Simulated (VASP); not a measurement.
Input of a VASP 6.6.1 run:

The input INCAR:

```
  PREC = Accurate
  ENCUT = 520
  EDIFF = 1E-6
  ISMEAR = 0
  SIGMA = 0.01
  LREAL = F
  LASPH = T
  NELM = 100
  ALGO = Normal
  ISIF = 2
  LWAVE = F
  LCHARG = T
  LELF = T
  LVHAR = T
  NBANDS = 16
```

KPOINTS

```
regular mesh
0
Gamma
  12 12 6
```

Contents of POSCAR:

```
BN
1.0
    2.5439500113      0.0000000000      0.0000000000
   -1.2719750056      2.2031253357      0.0000000000
    0.0000000000      0.0000000000      4.2078152881
B N
2 2
Direct
    0.3333333333      0.6666666667      0.0002034636
    0.6666666667      0.3333333333      0.5002034636
    0.3333333333      0.6666666667      0.3747965364
    0.6666666667      0.3333333333      0.8747965364
```

Potentials or basis: VASP PAW LDA potentials, release 64 (B, N).

Run with:

```console
$ cat potpaw_LDA.64/B/POTCAR potpaw_LDA.64/N/POTCAR > POTCAR
$ mpirun -np 1 vasp_std > vasp.out
```

Predict the band gap on the k mesh.

4.96 eV, indirect (least direct gap 8.17 eV).

Predict the pressure.

-8.4 GPa.

Stress tensor (GPa, compression positive):
```
-8.49  0.00  0.00
 0.00 -8.49  0.00
 0.00  0.00 -8.29
```

A k mesh can miss the band edges. LDA gaps usually lie below the measured ones, often by a third to a half.
